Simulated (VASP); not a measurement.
A run of VASP 6.6.1 is set up as follows.

INCAR

```
ALGO     = Fast           # electronic algorithm
EDIFF    = 1E-7           # SCF threshold, eV
ENCUT    = 520            # plane-wave cutoff, eV
GGA      = PS             # functional
ISIF     = 2              # what is computed and relaxed
ISMEAR   = 0              # smearing method
LASPH    = T              # aspherical terms in the spheres
LCHARG   = T              # write CHGCAR
LELF     = T              # ELF
LREAL    = F              # projectors in reciprocal space
LVHAR    = T            
LWAVE    = F              # write WAVECAR
NBANDS   = 32             # bands
NELM     = 100            # most SCF steps
PREC     = Accurate       # precision mode
SIGMA    = 0.15           # smearing width, eV
```

KPOINTS

```
k-points
0
Gamma
  14 14 5
```

The input POSCAR:

```
TiAl
1.0
    0.0000000000     -3.1560751060      0.0000000000
    0.0000000000      0.0000000000     -3.1560751060
    9.4682253181      0.0000000000     -1.0520250353
Ti Al
3 3
Direct
    0.0000000000     -0.2500000000      0.7500000000
    0.0000000000     -0.0277777778      0.0833333333
    0.0000000000     -0.1388888889      0.4166666667
    0.5000000000      0.1944444444      0.9166666667
    0.5000000000      0.4166666667      0.2500000000
    0.5000000000      0.3055555556      0.5833333333
```

Potentials or basis: VASP PAW PBE potentials, release 64 (Ti_sv, Al).

Run with:

```sh
$ cat potpaw_PBE.64/Ti_sv/POTCAR potpaw_PBE.64/Al/POTCAR > POTCAR
$ mpirun -np 1 vasp_std > vasp.out
```

Q: Predict the pressure.

A: 6.1 GPa.

Q: Estimate the largest force.

A: 4.190 eV/Å.

Q: What does it give for the band gap on the k mesh?

A: Zero (an odd number of electrons rules out a gap without spin polarisation).

Forces in eV/Å, atoms in the order of the input:
```
Ti   0.253  0.000  0.007
Ti   3.229  0.000  2.079
Ti   0.188  0.000 -0.035
Al  -3.644  0.000 -2.068
Al   0.012  0.000  0.023
Al  -0.038  0.000 -0.007
```

Caveat: the cell stands under pressure; the PAW data sets were made with another functional, which shifts forces and pressure a little.
